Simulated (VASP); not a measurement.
Set up this calculation in VASP 6.6.1, as the native input.

```yaml
Task: relaxation of cell and atoms
Functional: PBEsol
Dispersion: D3(BJ)
Potentials_or_basis: VASP PAW PBE potentials, release 64 (C)
Cutoff: 600 eV
k_mesh: 9 × 9 × 9
Occupations: gaussian, width 0.1 eV
Spin: no spin polarisation
Dipole_correction: no
Further_INCAR_settings: ALGO = Normal; EDIFF = 1e-06; IBRION = 2; EDIFFG = -0.05; NSW = 100; ISIF = 3
```

The structure of C lies in POSCAR:

```
C
1.0
    1.2280263465      0.7090013417      3.3470108394
   -1.2280263465      0.7090013417      3.3470108394
    0.0000000000     -1.4180026834      3.3470108394
C
2
Direct
    0.1640000000      0.1640000000      0.1640000000
    0.8360000000      0.8360000000      0.8360000000
```

The input as run:

INCAR

```
PREC = Accurate ; ENCUT = 600
EDIFF = 1E-6 ; ISMEAR = 0
SIGMA = 0.1 ; LREAL = False
LASPH = True ; NELM = 80
ALGO = Normal ; ISIF = 3
LWAVE = False ; LCHARG = False
GGA = PS ; IVDW = 12
IBRION = 2 ; NSW = 100
EDIFFG = -0.05
```

KPOINTS

```
regular mesh
0
Gamma
  9 9 9
```

Potentials or basis: VASP PAW PBE potentials, release 64 (C).

The run is started by

```console
$ cat potpaw_PBE.64/C/POTCAR > POTCAR
$ mpirun -np 1 vasp_std > vasp.out
```

It gave:

| Property | Result |
| --- | --- |
| Relaxed volume | 8.62 Å³/atom |
| Relaxed cell | a = 3.586 Å, b = 3.586 Å, c = 3.586 Å, α = 40.11°, β = 40.11°, γ = 40.11° |
| Space group after relaxing (to 0.05 Å) | R-3m (No. 166) |
| Energy gained by relaxing | 11.9 meV/atom |
| Ionic steps | 7 |
| Pressure after relaxing | -0.1 GPa |
| Largest force after relaxing | 0.015 eV/Å |
| Band gap on the k mesh | 0.74 eV, direct |
| Dispersion energy per atom | -0.112 eV |

Caveat: the PAW data sets were made with another functional, which shifts forces and pressure a little; the relaxation stopped at a loose force limit of 0.05 eV/Å, so its end isn't a converged minimum.

It took 61 s on 1 thread of Intel(R) Xeon(R) Platinum 8488C (Sapphire Rapids), with other jobs on the host, peak memory 0.17 GiB.
